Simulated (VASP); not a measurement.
Crystal: BN (Qingsongite).

```xyz
2
Lattice="0.0000 1.8075 1.8075 1.8075 0.0000 1.8075 1.8075 1.8075 0.0000" Properties=species:S:1:pos:R:3 pbc="T T T"
B     0.0000    0.0000    0.0000
N     0.9038    0.9038    0.9038
```

Base run:

| Property | Result |
| --- | --- |
| Program | VASP 6.6.1 |
| Functional | PBE |
| Potentials or basis | VASP PAW PBE potentials, release 64 (B, N) |
| Cutoff | 520 eV |
| k mesh | 14 × 14 × 14 |
| Occupations | fermi-dirac, width 0.02 eV |
| Spin | no spin polarisation |

Its results: band gap on the k mesh 4.46 eV, indirect (least direct gap 8.82 eV); pressure 3.3 GPa.

The run is repeated on the same cell with these changes: functional from PBE to PBEsol. What comes out?

Band gap on the k mesh 4.28 eV, indirect (least direct gap 8.76 eV); pressure -2.4 GPa.

PBEsol binds more tightly than PBE, so the same cell stands under less pressure.

Caveats: the PAW data sets were made with another functional, which shifts forces and pressure a little (some runs).

A k mesh can miss the band edges.
